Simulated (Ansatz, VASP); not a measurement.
**TiC in VASP and in Ansatz**

The input INCAR:

```
SYSTEM = TiC
PREC = Accurate ; ENCUT = 520
EDIFF = 1E-7 ; ISMEAR = 0
SIGMA = 0.15 ; LREAL = .FALSE.
LASPH = .TRUE. ; NELM = 60
ALGO = Normal ; ISIF = 2
LWAVE = .FALSE. ; LCHARG = .TRUE.
GGA = PS ; LELF = .TRUE.
LVHAR = .TRUE. ; NBANDS = 15
```

File KPOINTS:

```
Automatic mesh
0
G
  18 18 18
  0 0 0
```

The input POSCAR:

```
TiC
1.0
    0.0000000000      2.1964600000      2.2289200000
    2.1964600000      0.0000000000      2.2289200000
    2.1964600000      2.1964600000      0.0000000000
Ti C
1 1
Direct
    0.0000000000      0.0000000000      0.0000000000
    0.5000000000      0.5000000000      0.5000000000
```

Input for Ansatz:

```yaml
crystal:
  lattice:
    - [0.0, 2.19646, 2.22892]
    - [2.19646, 0.0, 2.22892]
    - [2.19646, 2.19646, 0.0]
  atoms:
    - { symbol: Ti, position: [0.0, 0.0, 0.0] }
    - { symbol: C, position: [0.5, 0.5, 0.5] }
basis:
  ecutwfc: 420
kpoints:
  mp_grid: { grid: [18, 18, 18] }
hamiltonian:
  xc: pbesol
scf:
  occupations: { method: gaussian, width: 0.15 }
output:
  forces: true
  stress: true
  eigenvalues: true
```

Change from the starting cell: strain +0.015 along x and y, +0.030 along z, atoms carried along.

Alike in both runs: task single point; functional PBEsol; k mesh 18 × 18 × 18; occupations gaussian, width 0.15 eV; no spin polarisation.

```csv
,VASP,Ansatz
version,VASP 6.6.1,Ansatz 0.2.0
potentials or method,"VASP PAW PBE potentials, release 64 (Ti_sv, C), cutoff 520 eV","scalar-relativistic, plane waves, PAW"
valence electrons in the cell,16,16
```

|  | VASP | Ansatz | Ansatz less VASP |
| --- | --- | --- | --- |
| gap on the k mesh at the Fermi level (eV) | none | none | - |
| pressure (GPa) | -18.5 | -18.8 | -0.31 |
| traceless stress, the component that is largest in VASP (GPa) | -2.74 | -2.72 | +0.024 |

VASP's potentials were made for PBE, not for PBEsol. A gap of «none» marks a metal or a gap that the smearing closes.
